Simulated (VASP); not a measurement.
Crystal: Ge.

```
Ge
1.0
     0.00000    2.86599    2.86599
     2.86599    0.00000    2.86599
     2.86599    2.86599    0.00000
Ge
2
Direct
  0.50000 0.50000 0.50000
  0.75000 0.75000 0.75000
```

This cell differs from its parent crystal: volume scaled by 1.04.

Base run:

| Quantity | Value |
| --- | --- |
| Program | VASP 6.6.1 |
| Functional | PBE |
| Potentials or basis | VASP PAW PBE potentials, release 64 (Ge_d) |
| Cutoff | 520 eV |
| k mesh | 10 × 10 × 10 |
| Occupations | fermi-dirac, width 0.05 eV |
| Spin | no spin polarisation |

Its results: band gap on the k mesh zero (filled and empty bands touch); pressure 0.9 GPa.

Task: The run is repeated on the same cell with these changes: functional from PBE to LDA; potentials or basis from VASP PAW PBE potentials, release 64 (Ge_d) to VASP PAW LDA potentials, release 64 (Ge_d). What comes out?

Result: Band gap on the k mesh zero (band 14 reaches 4.35 eV, above the bottom of band 15 at 4.30 eV); pressure -3.5 GPa.
